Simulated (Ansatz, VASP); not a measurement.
**One calculation of SnO2, two programs**

```
CELL_PARAMETERS angstrom
4.76049 0.00000 0.00000
0.00000 4.76049 0.00000
0.00000 0.00000 3.20016
ATOMIC_POSITIONS crystal
Sn 0.00000 0.00000 0.00000
Sn 0.50000 0.50000 0.50000
O 0.30588 0.30588 0.00000
O 0.19412 0.80588 0.50000
O 0.69412 0.69412 0.00000
O 0.80588 0.19412 0.50000
```

Alike in both runs: task single point; functional PBE; k mesh 6 × 6 × 8; no spin polarisation.

|  | VASP | Ansatz |
| --- | --- | --- |
| version | VASP 6.6.1 | Ansatz 0.2.0 |
| potentials or method | VASP PAW PBE potentials, release 64 (Sn_d, O) | plane waves, PAW |
| plane-wave cutoff (eV) | 520 | 420 |
| occupations | gaussian, width 0.01 eV | fixed |
| valence electrons in the cell | 52 | 52 |

```tsv
	VASP	Ansatz	Ansatz less VASP
gap on the k mesh at the Fermi level (eV)	1.09	1.10	+0.011
pressure (GPa)	8.4	7.7	-0.69
traceless stress, the component that is largest in VASP (GPa)	1.32	1.12	-0.203
rms of the force components (eV/Å)	0.022	0.015	-0.0076
```

Atom by atom the forces differ by 0.008 eV/Å (rms over components).
